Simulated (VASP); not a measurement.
Wanted: the native input for a VASP 6.6.1 run.

```
Task                   : single point
Functional             : LDA
Potentials or basis    : VASP PAW LDA potentials, release 64 (Si, Cu)
Cutoff                 : 520 eV
k mesh                 : 2 × 2 × 2
Occupations            : fermi-dirac, width 0.02 eV
Spin                   : collinear spin
Starting moments       : [0.0, 0.0, 0.0, 0.0, 0.0, 0.0, 0.0, 0.0, 0.0, 0.0, 0.0, 0.0, 0.0, 0.0, 0.0, 0.0, 1.0] μB
Dipole correction      : no
Further INCAR settings : LREAL = Auto; ALGO = Normal; EDIFF = 1e-06; NBANDS = 56
```

The structure of CuSi16 (a cell with a defect) lies in POSCAR:

```
CuSi16
1.0
    0.0000000000      5.4300000000      5.4300000000
    5.4300000000      0.0000000000      5.4300000000
    5.4300000000      5.4300000000      0.0000000000
Si Cu
16 1
Direct
    0.0021844697     -0.0152274721      0.0065652325
    0.1226698926      0.1184301485      0.1396053967
   -0.0275599698      0.0085538567      0.5095514225
    0.1226739154      0.1184322772      0.6193872834
    0.0021724475      0.5055853834      0.0065294011
    0.1528643473      0.6150637089      0.1160820715
    0.0021761350      0.5055807668      0.4858059265
    0.1226644329      0.6385903438      0.6194176791
    0.4948529345     -0.0014491594      0.0072020542
    0.6299851860      0.1173224783      0.1263892731
    0.4948562205     -0.0014517762      0.4994800014
    0.6003345014      0.1326261292      0.6335625150
    0.5250688206      0.4910435306     -0.0080108967
    0.6299704534      0.6254560019      0.1263901032
    0.4948513807      0.5062601155      0.4994884452
    0.6299727415      0.6254526520      0.6182741761
    0.0594649909      0.3128176148      0.8139099152
```

These files were run (other wordings do the same):

INCAR

```
SYSTEM = CuSi16
  PREC = Accurate
  ENCUT = 520
  EDIFF = 1E-6
  ISMEAR = -1
  SIGMA = 0.02
  LREAL = Auto
  LASPH = .True.
  NELM = 150
  ALGO = Normal
  ISIF = 2
  LWAVE = .False.
  LCHARG = .False.
  ISPIN = 2
  MAGMOM = 0 0 0 0 0 0 0 0 0 0 0 0 0 0 0 0 1
  LORBIT = 11
  LMAXMIX = 4
  GGA = CA
  NBANDS = 56
```

KPOINTS

```
regular mesh
0
Gamma
  2 2 2
  0 0 0
```

Potentials or basis: VASP PAW LDA potentials, release 64 (Si, Cu).

The run is started by

```sh
$ cat potpaw_LDA.64/Si/POTCAR potpaw_LDA.64/Cu/POTCAR > POTCAR
$ mpirun -np 1 vasp_std > vasp.out
```

Results of the run:

```json
{
  "Pressure": "0.7 GPa",
  "Largest force": "0.057 eV/Å",
  "Net moment": "0.00 μB per cell",
  "Valence electrons inside the program's atomic spheres": "Si 1.70, 1.71 (each value once); Cu 10.24"
}
```

Caveat: the k points lie up to 0.50 Å⁻¹ apart.

Run time: 23 min on 1 thread of AMD EPYC 7R43 64-Core Processor (Zen 3) (shared host), peak memory 0.45 GiB.
